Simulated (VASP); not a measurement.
# InSb: single point with PBE

InSb:

```xyz
2
Lattice="0.0000 3.3825 3.3825 3.3825 0.0000 3.3825 3.3825 3.3825 0.0000" Properties=species:S:1:pos:R:3 pbc="T T T"
In    0.0000    0.0000    0.0000
Sb    1.6912    1.6912    1.6912
```

This cell differs from its parent crystal: volume scaled by 1.06.

```
Program             : VASP 6.6.1
Task                : single point
Functional          : PBE
Potentials or basis : VASP PAW PBE potentials, release 64 (In_d, Sb)
Cutoff              : 520 eV
k mesh              : 14 × 14 × 14
Occupations         : gaussian, width 0.1 eV
Spin                : no spin polarisation
```

The pressure is -1.9 GPa. The band gap on the k mesh is zero (filled and empty bands touch).

Levels at points of the mesh, in eV from the Fermi level:
| k point | band 6 | band 7 | band 8 | band 9 | band 10 | band 11 | band 12 | band 13 |
| --- | --- | --- | --- | --- | --- | --- | --- | --- |
| (0.00, 0.00, 0.00) | -10.05 | -0.98 | -0.08 | -0.08 | -0.08 | 2.88 | 2.88 | 2.88 |
| (0.50, 0.00, 0.00) | -8.99 | -5.16 | -0.91 | -0.91 | 0.25 | 3.69 | 3.69 | 6.02 |
| (0.50, 0.50, 0.00) | -8.53 | -5.49 | -1.95 | -1.95 | 1.28 | 1.47 | 7.31 | 7.31 |

Run time: 2.1 min on 1 thread of Intel Xeon 6975P-C, on a shared host, peak memory 0.29 GiB.

Caveat: spin-orbit coupling is left out, which moves the levels of the heavy elements.
